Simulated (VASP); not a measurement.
# P (Pm-3m) in VASP: a series of runs, part 2 of 2

VASP 6.6.1.

## 3. Relaxation of cell and atoms, PBE, target pressure 2.2 GPa, at which the enthalpy is minimised

This run uses another cell than the first one, of 15.19 Å³/atom.

File INCAR:

```
  PREC = Accurate
  ENCUT = 600
  EDIFF = 1E-6
  ISMEAR = -1
  SIGMA = 0.05
  LREAL = F
  LASPH = T
  NELM = 80
  ALGO = Normal
  ISIF = 3
  LWAVE = F
  LCHARG = F
  GGA = PE
  IBRION = 2
  NSW = 60
  EDIFFG = -0.005
  PSTRESS = 22.0
```

File KPOINTS:

```
regular mesh
0
Gamma
  15 15 15
```

File POSCAR:

```
P
1.0
    2.4768191855      0.0000000000      0.0000000000
    0.0000000000      2.4768191855      0.0000000000
    0.0000000000      0.0000000000      2.4768191855
P
1
Direct
    0.0000000000      0.0000000000      0.0000000000
```

Potentials or basis: VASP PAW PBE potentials, release 64 (P).

Started as:

```console
$ cat potpaw_PBE.64/P/POTCAR > POTCAR
$ mpirun -np 1 vasp_std > vasp.out
```

OUTCAR:

```text
PREC = Accurate
   ENCUT = 600
   EDIFF = 1E-6
   ISMEAR = -1
   LREAL = F
   LASPH = T
   NELM = 80
   ISIF = 3
   GGA = PE
   IBRION = 2
   NSW = 60
   EDIFFG = -0.005
   PSTRESS = 22.0

 ion  position               nearest neighbor table
   1  0.000  0.000  0.000-

  LATTYP: Found a simple cubic cell.
 ALAT       =     2.4768191855

  Lattice vectors:

 A1 = (   2.4768191855,   0.0000000000,   0.0000000000)
 A2 = (   0.0000000000,   2.4768191855,   0.0000000000)
 A3 = (   0.0000000000,   0.0000000000,   2.4768191855)

Analysis of symmetry for initial positions (statically):
=====================================================================
 Subroutine PRICEL returns:
 Original cell was already a primitive cell.

 Routine SETGRP: Setting up the symmetry group for a
 simple cubic supercell.

 Subroutine GETGRP returns: Found 48 space group operations
 (whereof 48 operations were pure point group operations)
 out of a pool of 48 trial point group operations.

The static configuration has the point symmetry O_h .

Analysis of symmetry for dynamics (positions and initial velocities):
=====================================================================
 Subroutine PRICEL returns:
 Original cell was already a primitive cell.

 Routine SETGRP: Setting up the symmetry group for a
 simple cubic supercell.

 Subroutine GETGRP returns: Found 48 space group operations
 (whereof 48 operations were pure point group operations)
 out of a pool of 48 trial point group operations.

The dynamic configuration has the point symmetry O_h .

 Subroutine INISYM returns: Found 48 space group operations
 (whereof 48 operations are pure point group operations),
 and found     1 'primitive' translations

----------------------------------------------------------------------------------------

                                     Primitive cell

  volume of cell :      15.1944

  direct lattice vectors                    reciprocal lattice vectors
     2.476819186  0.000000000  0.000000000     0.403743643  0.000000000  0.000000000
     0.000000000  2.476819186  0.000000000     0.000000000  0.403743643  0.000000000
     0.000000000  0.000000000  2.476819186     0.000000000  0.000000000  0.403743643

  length of vectors
     2.476819186  2.476819186  2.476819186     0.403743643  0.403743643  0.403743643

  position of ions in fractional coordinates (direct lattice)
     0.000000000  0.000000000  0.000000000

  ion indices of the primitive-cell ions
   primitive index   ion index
                 1           1

----------------------------------------------------------------------------------------

 KPOINTS: regular mesh

Automatic generation of k-mesh.
 Grid dimensions read from file:
 generate k-points for:   15   15   15

 Generating k-lattice:

  Cartesian coordinates                     Fractional coordinates (reciprocal lattice)
     0.026916243  0.000000000  0.000000000     0.066666667  0.000000000  0.000000000
     0.000000000  0.026916243  0.000000000     0.000000000  0.066666667  0.000000000
     0.000000000  0.000000000  0.026916243     0.000000000  0.000000000  0.066666667

  Length of vectors
     0.026916243  0.026916243  0.026916243

  Shift w.r.t. Gamma in fractional coordinates (k-lattice)
     0.000000000  0.000000000  0.000000000

 Subroutine IBZKPT returns following result:
 ===========================================

 Found    120 irreducible k-points:

 Following reciprocal coordinates:
            Coordinates               Weight
  0.000000  0.000000  0.000000      1.000000
  0.066667  0.000000  0.000000      6.000000
  0.133333  0.000000  0.000000      6.000000
  0.200000  0.000000  0.000000      6.000000
  0.266667  0.000000  0.000000      6.000000
  0.333333  0.000000  0.000000      6.000000
[... 16 lines left out ...]
  0.266667  0.200000  0.000000     24.000000
  0.333333  0.200000  0.000000     24.000000
 [... further k-points ...]
   k-points           NKPTS =    120   k-points in BZ     NKDIM =    120   number of bands    NBANDS=      6
   number of dos      NEDOS =    301   number of ions     NIONS =      1
   total plane-waves  NPLWV =   8000
   dimension x,y,z NGX =    20 NGY =   20 NGZ =   20
   dimension x,y,z NGXF=    40 NGYF=   40 NGZF=   40
   ions per type =               1
   NGX,Y,Z   is equivalent  to a cutoff of  13.42, 13.42, 13.42 a.u.
   NGXF,Y,Z  is equivalent  to a cutoff of  26.85, 26.85, 26.85 a.u.
 SYSTEM =  unknown system
   PREC   = accura    normal or accurate (medium, high low for compatibility)
   ISTART =      0    job   : 0-new  1-cont  2-samecut
   ICHARG =      2    charge: 1-file 2-atom 10-const
   ISPIN  =      1    spin polarized calculation?
   LNONCOLLINEAR =      F non collinear calculations
   LSORBIT =      F    spin-orbit coupling
   LASPH  =      T    aspherical Exc in radial PAW
   ENCUT  =  600.0 eV  44.10 Ry    6.64 a.u.   4.95  4.95  4.95*2*pi/ulx,y,z
   NELM   =     80;   NELMIN=  2; NELMDL= -5     # of ELM steps
   EDIFF  = 0.1E-05   stopping-criterion for ELM
   LREAL  =      F    real-space projection
   EDIFFG = -.5E-02   stopping-criterion for IOM
   NSW    =     60    number of steps for IOM
   IBRION =      2    ionic relax: 0-MD 1-quasi-New 2-CG
   NFREE  =      1    steps in history (QN), initial steepest desc. (CG)
   ISIF   =      3    stress and relaxation
   ISYM   =      2    0-nonsym 1-usesym 2-fastsym
   POTIM  = 0.5000    time-step for ionic-motion
   TEBEG  =    0.0;   TEEND  =   0.0 temperature during run
   PSTRESS=   22.0 pullay stress
   NELECT =       5.0000    total number of electrons
   NUPDOWN=      -1.0000    fix difference up-down
   EMIN   =  10.00;   EMAX   =-10.00  energy-range for DOS
   EFERMI =   0.00;   METHOD = LEGACY
   ISMEAR =    -1;   SIGMA  =   0.05  broadening in eV -4-tet -1-fermi 0-gaus
   EFERMI_NEDOS =   21; number of points for ismear=-14 and -15
   IALGO  =     38    algorithm
   IMIX   =      4    mixing-type and parameters
     AMIX     =   0.40;   BMIX     =  1.00
     AMIX_MAG =   1.60;   BMIX_MAG =  1.00
  volume/ion in A,a.u.               =      15.19       102.54
  Fermi-wavevector in a.u.,A,eV,Ry     =   1.130240  2.135843 17.380648  1.277442
  Thomas-Fermi vector in A             =   2.266935
   LORBIT       =      0    0 simple, 1 ext, 2 COOP (PROOUT), +10 PAW based schemes
   GGA     = PE    functional components
   LHFCALC =     F    Hartree Fock is set to
   AEXX    =    0.0000 exact exchange contribution
   IVDW    =     0    specifies the selected vdW correction
   LEPSILON=     F    determine dielectric tensor
   LRPA    =     F    only Hartree local field effects (RPA)
 conjugate gradient relaxation of ions
 non-spin polarized calculation
  energy-cutoff  :      600.00
  volume of cell :       15.19
 maximum number of plane-waves:       519
 NGX is ok and might be reduce to    20
   NGX =  9   NGY =  9   NGZ =  9

--------------------------------------- Ionic step        1  -------------------------------------------

 number of electron       5.0000000 magnetization

 Free energy of the ion-electron system (eV)
  ---------------------------------------------------
  ext. energy  EPLUGINS =         0.00000000
  ---------------------------------------------------
  free energy    TOTEN  =        -5.26208245 eV

  energy without entropy =       -5.25786792  energy(sigma->0) =       -5.25997519

------------------------ aborting loop because EDIFF is reached ----------------------------------------

  FORCE on cell =-STRESS in cart. coord.  units (eV):
  Direction    XX          YY          ZZ          XY          YZ          ZX
  --------------------------------------------------------------------------------------
  -------------------------------------------------------------------------------------
  Total       -0.3730233     -0.3730233     -0.3730233      0.0000000      0.0000000      0.0000000
  in kB      -39.3335933    -39.3335933    -39.3335933      0.0000000      0.0000000      0.0000000
  external PRESSURE =     -61.3335933 kB  Pullay stress =      22.0000000 kB
[... 24 lines left out ...]
--------------------------------------- Ionic step        2  -------------------------------------------

 number of electron       5.0000001 magnetization

 E-fermi :  10.3712     XC(G=0): -11.4661

 val. band max:       10.2591976077   @ k =   0.4667   0.2667   0.0667
 cond. band min:      10.3848938286   @ k =   0.4667   0.2667   0.2667
 fundamental gap:      0.1256962208
 Fermi energy:        10.3711740562

 k-point     1 :       0.0000    0.0000    0.0000
  band No.  band energies     occupation
      1      -6.6777      2.00000
      2      15.5242      0.00000
      3      15.5242      0.00000
      4      15.5242      0.00000
      5      17.0091      0.00000
      6      17.0091      0.00000
[... 243 lines left out ...]
--------------------------------------- Ionic step        3  -------------------------------------------

 number of electron       5.0000001 magnetization

 Free energy of the ion-electron system (eV)
  ---------------------------------------------------
  ext. energy  EPLUGINS =         0.00000000
  ---------------------------------------------------
  free energy    TOTEN  =        -5.26799539 eV

  energy without entropy =       -5.26417849  energy(sigma->0) =       -5.26608694

 E-fermi :   9.9573     XC(G=0): -11.3436

 val. band max:        9.8732302564   @ k =   0.2667   0.2000   0.2000
 cond. band min:       9.9749978085   @ k =   0.4667   0.2667   0.2667
 fundamental gap:      0.1017675521
 Fermi energy:         9.9573413781

 k-point     1 :       0.0000    0.0000    0.0000
  band No.  band energies     occupation
      1      -6.7924      2.00000
      2      14.9657      0.00000
      3      14.9657      0.00000
      4      14.9657      0.00000
      5      16.6461      0.00000
      6      16.6461      0.00000
[... 239 lines left out ...]
  energy  without entropy=       -5.2641784916  energy(sigma->0) =       -5.26608694

  enthalpy is  TOTEN    =        -5.0710641972 eV   P V=        0.1969311900

 reached required accuracy - stopping structural energy minimisation
```

OSZICAR:

```text
N       E                     dE             d eps       ncg     rms          rms(c)
DAV:   1     0.374473145438E+01    0.37447E+01   -0.22868E+03  1458   0.678E+02
DAV:   2    -0.509955427905E+01   -0.88443E+01   -0.83076E+01  2034   0.739E+01
DAV:   3    -0.525678521761E+01   -0.15723E+00   -0.15712E+00  1782   0.105E+01
[... 19 lines left out ...]
DAV:   2    -0.526931197815E+01    0.27548E-02   -0.21342E-03  1656   0.434E-01    0.270E-01
DAV:   3    -0.526800577857E+01    0.13062E-02   -0.25290E-03  1554   0.333E-01    0.756E-02
DAV:   4    -0.526800334440E+01    0.24342E-05   -0.87265E-06  2046   0.331E-02    0.629E-02
DAV:   5    -0.526799520818E+01    0.81362E-05   -0.13121E-06  1476   0.117E-02    0.919E-03
DAV:   6    -0.526799538719E+01   -0.17900E-06   -0.31530E-08   966   0.192E-03
   3 F= -.50710642E+01 E0= -.50691557E+01  d E =-.176205E-01
```

CONTCAR:

```text
P
   1.00000000000000
     2.4295964009722866    0.0000000000000000    0.0000000000000000
     0.0000000000000000    2.4295964009722866   -0.0000000000000000
     0.0000000000000000    0.0000000000000000    2.4295964009722866
  P
     1
Direct
     0.0000000000000000    0.0000000000000000    0.0000000000000000

  0.00000000E+00  0.00000000E+00  0.00000000E+00
```

It took 18 s on 1 thread of Intel Xeon 8259CL, shared host; peak memory 0.13 GiB.

What came out:

```
Free energy                                                : -5.2680 eV
Relaxed volume                                             : 14.34 Å³/atom
Relaxed cell                                               : a = 2.430 Å, b = 2.430 Å, c = 2.430 Å, α = 90.00°, β = 90.00°, γ = 90.00°
Space group after relaxing (to 0.1 Å)                      : Pm-3m (No. 221)
Energy change on relaxing (the run minimises the enthalpy) : -5.9 meV/atom
Ionic steps                                                : 3
Pressure after relaxing                                    : 2.3 GPa
Band gap on the k mesh                                     : zero (an odd number of electrons rules out a gap without spin polarisation)
```

Step by step:
```tsv
step	energy change (eV)	largest force (eV/Å)	pressure (GPa)	volume (Å³)
1	0.0000	0.0000	-3.93	15.19
2	0.0040	0.0000	6.02	13.95
3	-0.0059	0.0000	2.25	14.34
```

Final structure:
```
CELL_PARAMETERS angstrom
2.42960 0.00000 0.00000
0.00000 2.42960 0.00000
0.00000 0.00000 2.42960
ATOMIC_POSITIONS crystal
P 0.00000 0.00000 0.00000
```

Levels at points of the mesh, in eV from the Fermi level:
| k point | band 1 | band 2 | band 3 | band 4 | band 5 | band 6 |
| --- | --- | --- | --- | --- | --- | --- |
| (0.00, 0.00, 0.00) | -16.75 | 5.01 | 5.01 | 5.01 | 6.69 | 6.69 |

Caveat: the cell is relaxed towards a set pressure, so the run minimises the enthalpy, not the energy.
